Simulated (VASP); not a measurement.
A run of VASP 6.6.1:

INCAR

```
PREC = Accurate
ENCUT = 600
EDIFF = 1E-8
ISMEAR = 0
SIGMA = 0.01
LREAL = False
LASPH = True
NELM = 120
ALGO = Normal
ISIF = 2
LWAVE = False
LCHARG = True
GGA = PE
NBANDS = 16
IBRION = 8
NSW = 1
GGA_COMPAT = False
```

The input KPOINTS:

```
regular mesh
0
Gamma
  8 8 8
```

POSCAR

```
GaN
1.0
    0.0000000000      2.2535010000      2.2535010000
    2.2535010000      0.0000000000      2.2535010000
    2.2535010000      2.2535010000      0.0000000000
Ga N
1 1
Direct
    0.0000000000      0.0000000000      0.0000000000
    0.7500000000      0.7500000000      0.7500000000
```

Potentials or basis: VASP PAW PBE potentials, release 64 (Ga_d, N).

Command:

```console
$ cat potpaw_PBE.64/Ga_d/POTCAR potpaw_PBE.64/N/POTCAR > POTCAR
$ mpirun -np 1 vasp_std > vasp.out
```

Hardware: 1 thread of Intel Xeon 6975P-C, on a shared host.

How long does it take, and how much memory?

Run time: 2.6 min on 1 thread of Intel Xeon 6975P-C (shared host), peak memory 0.25 GiB. Counts: scf iterations 46, k points 29.
